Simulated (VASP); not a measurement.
Runs of VASP 6.6.1 on Ru. The structure is that of space group Im-3m (No. 229), or close to it. The cells are those of the table. 

| task | cell | cutoff (eV) | gap on the mesh (eV) | pressure (GPa) |
| --- | --- | --- | --- | --- |
| relaxation of cell and atoms | relaxed to 48 GPa from a = 2.536 Å, angles 109.5°, 1 atom | 600 | none | 48.0 |
| relaxation of cell and atoms | relaxed to 48 GPa from a = 2.518 Å, angles 109.5°, 1 atom | 600 | none | 48.0 |
| single point | a = 2.535 Å, angles 109.5°, 1 atom | 520 | none | (a) |
| single point | a = 2.536 Å, angles 109.5°, 1 atom | 520 | none | 48.1 |

Alike in all rows: level PBE; potentials or basis VASP PAW PBE potentials, release 64 (Ru_pv); no spin polarisation; k mesh 19 × 19 × 19; smearing fermi-dirac 0.1 eV.

Q: Fill in the values left out.

A: (a) 48.3.

Caveats: the cell is relaxed towards a set pressure, so the enthalpy falls and the energy may rise (some runs); the relaxation stopped at its first step, so nothing moved (some runs).

A k mesh can miss the band edges, and the runs leave out spin-orbit coupling on Ru.

A gap of «none» marks levels without a gap at the run's occupations.
